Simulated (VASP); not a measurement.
# C (P-3m1) in VASP: further runs

Runs on C. Level: PBE+D3(BJ). Tasks: single point.

Everything below comes from runs of VASP 6.6.1. Logs are shortened: lines on timing, memory, paths and dates and some standing lists are left out, and cuts for length are marked.

**1. The cell of the first run**

It takes space group P-3m1 (No. 164, trigonal). Conventional cell: a = 2.465 Å, b = 2.465 Å, c = 13.977 Å, α = 90.00°, β = 90.00°, γ = 120.00°. C (site symmetry 3m) has 3 C at 1.42 Å within 1.9 Å. C (site symmetry 3m) has 3 C at 1.42 Å within 1.9 Å. Within 1.9 Å of C (site symmetry 3m) lie 3 C at 1.42 Å. Within 1.9 Å of C (site symmetry 3m) lie 3 C at 1.42 Å.

**2. Single point, PBE+D3(BJ)**

Contents of INCAR:

```
SYSTEM = C
PREC = Accurate
ENCUT = 520
EDIFF = 1E-7
ISMEAR = 0
SIGMA = 0.15
LREAL = .False.
LASPH = .True.
NELM = 80
ALGO = Normal
ISIF = 2
LWAVE = .False.
LCHARG = .False.
GGA = PE
IVDW = 12
NBANDS = 26
```

Contents of KPOINTS:

```
Automatic mesh
0
Gamma
  22 22 4
  0 0 0
```

Contents of POSCAR:

```
C
1.0
   -1.2324898335     -2.1347350114      0.0000000000
    1.2324898335     -2.1347350114      0.0000000000
    0.0000000000      0.0000000000     13.9768657407
C
8
Direct
    1.0000000000      1.0000000000      0.8436500642
    1.0000000000      1.0000000000      0.3615367639
    0.0000000000      0.0000000000      0.1204801137
    0.0000000000      0.0000000000      0.6025934141
    0.6666666667      0.6666666667      0.8436500642
    0.6666666667      0.6666666667      0.3615367639
    0.3333333333      0.3333333333      0.1204801137
    0.3333333333      0.3333333333      0.6025934141
```

Potentials or basis: VASP PAW PBE potentials, release 64 (C).

Launch:

```sh
> cat potpaw_PBE.64/C/POTCAR > POTCAR
> mpirun -np 1 vasp_std > vasp.out
```

OUTCAR:

```text
SYSTEM = C
   PREC = Accurate
   ENCUT = 520
   EDIFF = 1E-7
   ISMEAR = 0
   LREAL = .False.
   LASPH = .True.
   NELM = 80
   ISIF = 2
   GGA = PE
   IVDW = 12
 IVDW          = 12

 ion  position               nearest neighbor table
   1  0.000  0.000  0.844-   5 1.42   5 1.42   5 1.42
   2  0.000  0.000  0.362-   6 1.42   6 1.42   6 1.42
   3  0.000  0.000  0.120-   7 1.42   7 1.42   7 1.42
   4  0.000  0.000  0.603-   8 1.42   8 1.42   8 1.42
   5  0.667  0.667  0.844-   1 1.42   1 1.42   1 1.42
   6  0.667  0.667  0.362-   2 1.42   2 1.42   2 1.42
   7  0.333  0.333  0.120-   3 1.42   3 1.42   3 1.42
   8  0.333  0.333  0.603-   4 1.42   4 1.42   4 1.42

  LATTYP: Found a hexagonal cell.
 ALAT       =     2.4649796670
 C/A-ratio  =     5.6701748611

  Lattice vectors:

 A1 = (  -1.2324898335,   2.1347350114,   0.0000000000)
 A2 = (  -1.2324898335,  -2.1347350114,   0.0000000000)
 A3 = (   0.0000000000,   0.0000000000,  13.9768657407)

Analysis of symmetry for initial positions (statically):
=====================================================================
 Subroutine PRICEL returns:
 Original cell was already a primitive cell.

 Routine SETGRP: Setting up the symmetry group for a
 hexagonal supercell.

 Subroutine GETGRP returns: Found 12 space group operations
 (whereof  6 operations were pure point group operations)
 out of a pool of 24 trial point group operations.

The static configuration has the point symmetry C_3v.
 The point group associated with its full space group is D_3d.

Analysis of symmetry for dynamics (positions and initial velocities):
=====================================================================
 Subroutine PRICEL returns:
 Original cell was already a primitive cell.

 Routine SETGRP: Setting up the symmetry group for a
 hexagonal supercell.

 Subroutine GETGRP returns: Found 12 space group operations
 (whereof  6 operations were pure point group operations)
 out of a pool of 24 trial point group operations.

The dynamic configuration has the point symmetry C_3v.
 The point group associated with its full space group is D_3d.

 Subroutine INISYM returns: Found 12 space group operations
 (whereof  6 operations are pure point group operations),
 and found     1 'primitive' translations

----------------------------------------------------------------------------------------

                                     Primitive cell

  volume of cell :      73.5474

[... 107 lines left out ...]
   ISYM   =      2    0-nonsym 1-usesym 2-fastsym
   POTIM  = 0.5000    time-step for ionic-motion
   TEBEG  =    0.0;   TEEND  =   0.0 temperature during run
   PSTRESS=    0.0 pullay stress
   NELECT =      32.0000    total number of electrons
   NUPDOWN=      -1.0000    fix difference up-down
   EMIN   =  10.00;   EMAX   =-10.00  energy-range for DOS
   EFERMI =   0.00;   METHOD = LEGACY
   ISMEAR =     0;   SIGMA  =   0.15  broadening in eV -4-tet -1-fermi 0-gaus
   EFERMI_NEDOS =   21; number of points for ismear=-14 and -15
   IALGO  =     38    algorithm
   IMIX   =      4    mixing-type and parameters
     AMIX     =   0.40;   BMIX     =  1.00
     AMIX_MAG =   1.60;   BMIX_MAG =  1.00
  volume/ion in A,a.u.               =       9.19        62.04
  Fermi-wavevector in a.u.,A,eV,Ry     =   1.240516  2.344236 20.937741  1.538881
  Thomas-Fermi vector in A             =   2.374954
   LORBIT       =      0    0 simple, 1 ext, 2 COOP (PROOUT), +10 PAW based schemes
   GGA     = PE    functional components
   LHFCALC =     F    Hartree Fock is set to
   AEXX    =    0.0000 exact exchange contribution
   IVDW    =    12    specifies the selected vdW correction
   LEPSILON=     F    determine dielectric tensor
   LRPA    =     F    only Hartree local field effects (RPA)
 non-spin polarized calculation
 Gauss-broadening in eV      SIGMA  =   0.15
  energy-cutoff  :      520.00
  volume of cell :       73.55
 maximum number of plane-waves:      2014
   NGX =  9   NGY =  9   NGZ = 51

 number of electron      31.9999989 magnetization

 Free energy of the ion-electron system (eV)
  ---------------------------------------------------
  ext. energy  EPLUGINS =         0.00000000
  ---------------------------------------------------
  free energy    TOTEN  =       -73.72294276 eV

  energy without entropy =      -73.72252048  energy(sigma->0) =      -73.72273162

 E-fermi :   4.3545     XC(G=0): -10.0332

 val. band max:        4.1749785487   @ k =  -0.3636   0.3182   0.0000
 cond. band min:       4.5373471621   @ k =  -0.3636   0.3182   0.0000
 fundamental gap:      0.3623686134
 Fermi energy:         4.3545258360

 k-point     1 :       0.0000    0.0000    0.0000
  band No.  band energies     occupation
      1     -15.3070      2.00000
      2     -15.2113      2.00000
      3     -15.1522      2.00000
      4     -15.0577      2.00000
      5      -4.0756      2.00000
      6      -3.4390      2.00000
[... 685 lines left out ...]
     25      13.3230      0.00000
     26      13.3741      0.00000

 [... further k-points ...]

------------------------ aborting loop because EDIFF is reached ----------------------------------------

 Edisp (eV)   -1.19653

 E8    (eV) :    -0.3380

  FORCE on cell =-STRESS in cart. coord.  units (eV):
  Direction    XX          YY          ZZ          XY          YZ          ZX
  --------------------------------------------------------------------------------------
  -------------------------------------------------------------------------------------
  Total       0.33041     0.33041    -0.24854     0.00000     0.00000     0.00000
  in kB       7.19765     7.19765    -5.41437     0.00000     0.00000     0.00000
  external pressure =        2.99 kB  Pullay stress =        0.00 kB

 VOLUME and BASIS-vectors are now :
 -----------------------------------------------------------------------------
  energy-cutoff  :      520.00
  volume of cell :       73.55
      direct lattice vectors                 reciprocal lattice vectors
    -1.232489834 -2.134735011  0.000000000    -0.405682860 -0.234221108  0.000000000
     1.232489834 -2.134735011  0.000000000     0.405682860 -0.234221108  0.000000000
     0.000000000  0.000000000 13.976865741     0.000000000  0.000000000  0.071546799

 POSITION                                       TOTAL-FORCE (eV/Angst)
 -----------------------------------------------------------------------------------
      0.00000      0.00000     11.79158         0.000000     -0.000000      0.027972
      0.00000      0.00000      5.05315        -0.000000      0.000000      0.000532
      0.00000      0.00000      1.68393        -0.000000      0.000000     -0.027972
      0.00000      0.00000      8.42237         0.000000     -0.000000     -0.000532
      0.00000     -2.84631     11.79158        -0.000000      0.000000      0.038199
      0.00000     -2.84631      5.05315        -0.000000      0.000000      0.000813
      0.00000     -1.42316      1.68393        -0.000000      0.000000     -0.038199
      0.00000     -1.42316      8.42237         0.000000     -0.000000     -0.000813
 -----------------------------------------------------------------------------------
    total drift:                               -0.000000     -0.000000      0.000036

  FREE ENERGIE OF THE ION-ELECTRON SYSTEM (eV)
  ---------------------------------------------------
  free  energy   TOTEN  =       -74.9194754491 eV

  energy  without entropy=      -74.9190531748  energy(sigma->0) =      -74.91926431
```

Wall time 2.7 min (1 thread of Intel Xeon Platinum 8481C at 2.70GHz (Sapphire Rapids), shared host); peak memory 0.36 GiB.

Results:

| Property | Result |
| --- | --- |
| Free energy | -74.9195 eV |
| Pressure | 0.3 GPa |
| Largest force | 0.038 eV/Å |
| Band gap on the k mesh | 0.36 eV, direct |
| Dispersion energy per atom | -0.150 eV |

Forces on the atoms (eV/Å):
```
C    0.000  0.000  0.028
C    0.000  0.000  0.001
C    0.000  0.000 -0.028
C    0.000  0.000 -0.001
C    0.000  0.000  0.038
C    0.000  0.000  0.001
C    0.000  0.000 -0.038
C    0.000  0.000 -0.001
```

Stress tensor (GPa, compression positive):
```
 0.72  0.00  0.00
 0.00  0.72  0.00
 0.00  0.00 -0.54
```

Levels at points of the mesh, in eV from the valence-band top:
| k point | band 13 | band 14 | band 15 | band 16 | band 17 | band 18 | band 19 | band 20 |
| --- | --- | --- | --- | --- | --- | --- | --- | --- |
| (0.00, 0.00, 0.00) | -2.86 | -2.86 | -2.86 | -2.86 | 4.09 | 6.24 | 6.80 | 8.47 |
| (0.50, 0.00, 0.00) | -2.55 | -2.26 | -2.15 | -1.96 | 1.65 | 1.77 | 1.86 | 2.26 |
| (0.00, 0.00, 0.50) | -2.86 | -2.86 | -2.86 | -2.86 | 4.50 | 5.06 | 8.34 | 8.47 |
| (0.50, 0.00, 0.50) | -2.51 | -2.38 | -2.05 | -1.99 | 1.65 | 1.69 | 2.04 | 2.16 |

A k mesh can miss the band edges.

**3. Single point, PBE+D3(BJ)**

This run uses another cell than the first one, of 9.36 Å³/atom, 1.018 times its volume.

Contents of INCAR:

```
  ALGO = Normal
  EDIFF = 1E-6
  ENCUT = 520
  GGA = PE
  ISIF = 2
  ISMEAR = 0
  IVDW = 12
  LASPH = True
  LCHARG = False
  LREAL = False
  LWAVE = False
  NBANDS = 26
  NELM = 100
  PREC = Accurate
  SIGMA = 0.15
```

Contents of KPOINTS:

```
k-points
0
Gamma
  22 22 4
```

Contents of POSCAR:

```
C
1.0
   -1.2324898335     -2.1347350114      0.0000000000
    1.2324898335     -2.1347350114      0.0000000000
    0.0000000000      0.0000000000     14.2268657407
C
8
Direct
    1.0000000000      1.0000000000      0.8288251182
    1.0000000000      1.0000000000      0.3551836997
    0.0000000000      0.0000000000      0.1183629905
    0.0000000000      0.0000000000      0.5920044090
    0.6666666667      0.6666666667      0.8288251182
    0.6666666667      0.6666666667      0.3551836997
    0.3333333333      0.3333333333      0.1183629905
    0.3333333333      0.3333333333      0.5920044090
```

Potentials or basis: VASP PAW PBE potentials, release 64 (C).

Launch:

```sh
> cat potpaw_PBE.64/C/POTCAR > POTCAR
> mpirun -np 1 vasp_std > vasp.out
```

It took 2.5 min on 1 thread of Intel Xeon Platinum 8481C at 2.70GHz (Sapphire Rapids), shared host; peak memory 0.36 GiB.

Results (log left out):

| Item | Value |
| --- | --- |
| Free energy | -74.9041 eV |
| Pressure | 0.3 GPa |
| Largest force | 0.037 eV/Å |
| Band gap on the k mesh | 0.37 eV, direct |
| Dispersion energy per atom | -0.147 eV |

Forces in eV/Å, atoms in the order of the input:
```
C    0.000  0.000  0.026
C    0.000  0.000  0.001
C    0.000  0.000 -0.026
C    0.000  0.000 -0.001
C    0.000  0.000  0.037
C    0.000  0.000  0.001
C    0.000  0.000 -0.037
C    0.000  0.000 -0.001
```

Stress tensor (GPa, compression positive):
```
 0.72  0.00  0.00
 0.00  0.72  0.00
 0.00  0.00 -0.53
```

Levels at points of the mesh, in eV from the valence-band top:
```csv
k point,band 13,band 14,band 15,band 16,band 17,band 18,band 19,band 20
"(0.00, 0.00, 0.00)",-2.85,-2.85,-2.85,-2.85,3.94,6.00,6.70,8.48
"(0.50, 0.00, 0.00)",-2.54,-2.27,-2.12,-1.96,1.66,1.77,1.90,2.25
"(0.00, 0.00, 0.50)",-2.85,-2.85,-2.85,-2.85,4.25,5.03,8.06,8.48
"(0.50, 0.00, 0.50)",-2.51,-2.35,-2.06,-1.98,1.66,1.71,2.02,2.18
```

A k mesh can miss the band edges.

**4. Single point, PBE+D3(BJ)**

This run uses another cell than the first one, of 9.52 Å³/atom, 1.036 times its volume.

Contents of INCAR:

```
PREC = Accurate
ENCUT = 520
EDIFF = 1E-6
ISMEAR = 0
SIGMA = 0.15
LREAL = False
LASPH = True
NELM = 100
ALGO = Normal
ISIF = 2
LWAVE = False
LCHARG = True
GGA = PE
IVDW = 12
LELF = True
LVHAR = True
NBANDS = 26
```

Contents of KPOINTS:

```
Automatic mesh
0
Gamma
  22 22 4
```

Contents of POSCAR:

```
C
1.0
   -1.2324898335     -2.1347350114      0.0000000000
    1.2324898335     -2.1347350114      0.0000000000
    0.0000000000      0.0000000000     14.4768657407
C
8
Direct
    1.0000000000      1.0000000000      0.8145121942
    1.0000000000      1.0000000000      0.3490500568
    0.0000000000      0.0000000000      0.1163189881
    0.0000000000      0.0000000000      0.5817811255
    0.6666666667      0.6666666667      0.8145121942
    0.6666666667      0.6666666667      0.3490500568
    0.3333333333      0.3333333333      0.1163189881
    0.3333333333      0.3333333333      0.5817811255
```

Launch:

```sh
> cat potpaw_PBE.64/C/POTCAR > POTCAR
> mpirun -np 1 vasp_std > vasp.out
```

Run time: 4.4 min. Hardware: 1 thread of Oxide Virtual Turin-like, shared host; peak memory 0.34 GiB.

Results (log left out):

```yaml
Free_energy: -74.8902 eV
Pressure: 0.3 GPa
Largest_force: 0.034 eV/Å
Band_gap_on_the_k_mesh: 0.38 eV, direct
Dispersion_energy_per_atom: -0.145 eV
```

Forces in eV/Å, atoms in the order of the input:
```
C    0.000  0.000  0.022
C    0.000  0.000  0.001
C    0.000  0.000 -0.022
C    0.000  0.000 -0.001
C    0.000  0.000  0.034
C    0.000  0.000  0.001
C    0.000  0.000 -0.034
C    0.000  0.000 -0.001
```

Stress tensor (GPa, compression positive):
```
 0.71  0.00  0.00
 0.00  0.71  0.00
 0.00  0.00 -0.47
```

Levels at points of the mesh, in eV from the valence-band top:
| k point | band 12 | band 13 | band 14 | band 15 | band 16 | band 17 | band 18 | band 19 | band 20 | band 21 |
| --- | --- | --- | --- | --- | --- | --- | --- | --- | --- | --- |
| (0.00, 0.00, 0.00) | -2.86 | -2.85 | -2.85 | -2.85 | -2.85 | 3.80 | 5.82 | 6.60 | 8.48 | 8.48 |
| (0.50, 0.00, 0.00) | -6.21 | -2.53 | -2.28 | -2.11 | -1.96 | 1.67 | 1.76 | 1.92 | 2.24 | 7.40 |
| (0.00, 0.00, 0.50) | -2.86 | -2.85 | -2.85 | -2.85 | -2.85 | 4.04 | 5.00 | 7.85 | 8.48 | 8.48 |
| (0.50, 0.00, 0.50) | -6.21 | -2.51 | -2.33 | -2.07 | -1.97 | 1.66 | 1.72 | 2.00 | 2.19 | 7.41 |

**5. The runs side by side**

```csv
cell,gap on the mesh (eV),pressure (GPa),largest force (eV/Å)
"a = 2.465, b = 2.465, c = 13.977 Å, angles 90.0, 90.0, 60.0°, 8 atoms",0.36,0.3,0.04
"a = 2.465, b = 2.465, c = 14.227 Å, angles 90.0, 90.0, 60.0°, 8 atoms",0.37,0.3,0.04
"a = 2.465, b = 2.465, c = 14.477 Å, angles 90.0, 90.0, 60.0°, 8 atoms",0.38,0.3,0.03
```

Alike in all rows: task single point; level PBE+D3(BJ); potentials or basis VASP PAW PBE potentials, release 64 (C); no spin polarisation; k mesh 22 × 22 × 4; cutoff (eV) 520; smearing gaussian 0.15 eV.

Absolute energies hang on the potentials; compare differences alone.
